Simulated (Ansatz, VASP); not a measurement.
## PbS in VASP and in Ansatz

INCAR

```
PREC     = Accurate       # precision mode
ENCUT    = 500            # plane-wave cutoff, eV
EDIFF    = 1E-6           # SCF threshold, eV
ISMEAR   = 0              # smearing method
SIGMA    = 0.1            # smearing width, eV
LREAL    = F              # projectors in reciprocal space
LASPH    = T              # aspherical terms in the spheres
NELM     = 200            # most SCF steps
ALGO     = Normal         # electronic algorithm
ISIF     = 2              # what is computed and relaxed
LWAVE    = F              # write WAVECAR
LCHARG   = F              # write CHGCAR
LDAU     = T              # DFT+U
LDAUTYPE = 2            
LDAUL    = -1 1           # shell
LDAUU    = 0 6.3          # U, eV
LDAUJ    = 0 0          
LDAUPRINT= 1            
GGA      = PE             # functional
NBANDS   = 17             # bands
GGA_COMPAT= F
```

Contents of KPOINTS:

```
Automatic mesh
0
Gamma
  4 4 4
```

The input POSCAR:

```
PbS
1.0
    3.6536590000      0.0000000000      0.0000000000
    0.0000000000      3.6536590000      0.0000000000
    0.0000000000      0.0000000000      3.6536590000
Pb S
1 1
Direct
    0.0000000000      0.0000000000      0.0000000000
    0.5000000000      0.5000000000      0.5000000000
```

Input for Ansatz:

```yaml
crystal:
  lattice:
    - [3.653659, 0.0, 0.0]
    - [0.0, 3.653659, 0.0]
    - [0.0, 0.0, 3.653659]
  atoms:
    - { symbol: Pb, position: [0.0, 0.0, 0.0] }
    - { symbol: S, position: [0.5, 0.5, 0.5] }
basis:
  ecutwfc: 420
kpoints:
  mp_grid: { grid: [4, 4, 4] }
hamiltonian:
  xc: pbe
  hubbard: { sites: [{ species: S, l: p, u_eff: 6.3 }] }
  dispersion: none
scf:
  occupations: { method: gaussian, width: 0.1 }
output:
  forces: true
  stress: true
  eigenvalues: true
```

Alike in both runs: task single point; functional PBE; k mesh 4 × 4 × 4; occupations gaussian, width 0.1 eV; no spin polarisation; Hubbard terms S p U = 6.3 eV.

|  | VASP | Ansatz |
| --- | --- | --- |
| version | VASP 6.6.1 | Ansatz 0.2.0 |
| potentials or method | VASP PAW PBE potentials, release 64 (Pb_d, S), cutoff 500 eV | scalar-relativistic, plane waves, PAW |
| valence electrons in the cell | 20 | 20 |

```csv
,VASP,Ansatz,Ansatz less VASP
pressure (GPa),0.3,1.6,+1.35
```

The programs project onto different local orbitals, so the same U acts differently, and such runs can settle in different states.

The k mesh is coarse, so the values compare programs but aren't converged. Spin-orbit coupling is off throughout.
